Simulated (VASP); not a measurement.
The system is ZnO.

```
Zn O
1.0
     3.23535    0.00000    0.00000
    -1.61768    2.80190    0.00000
     0.00000    0.00000    5.21091
Zn O
2 2
Direct
  0.33333 0.66667 0.49966
  0.66667 0.33333 0.99966
  0.66667 0.33333 0.37935
  0.33333 0.66667 0.87935
```

Base run:

| Item | Value |
| --- | --- |
| Program | VASP 6.6.1 |
| Functional | PBE |
| Dispersion | D4 |
| Potentials or basis | VASP PAW PBE potentials, release 64 (Zn, O_h) |
| Cutoff | 1340 eV |
| k mesh | 6 × 6 × 4 |
| Occupations | gaussian, width 0.01 eV |
| Spin | no spin polarisation |

Its results: band gap on the k mesh 0.79 eV; pressure 3.5 GPa.

Problem. The run is repeated on the same cell with these changes: functional from PBE to r2SCAN; dispersion from D4 to none; cutoff from 1340 eV to 1480 eV. What comes out?

Solution. Band gap on the k mesh 1.24 eV; pressure 1.0 GPa.

Several settings changed at once.

Caveats: the cell stands under pressure (at least some runs); semilocal functionals underestimate gaps, and a narrow one can read as zero (at least some runs); the PAW data sets were made with another functional, which shifts forces and pressure a little (at least some runs).

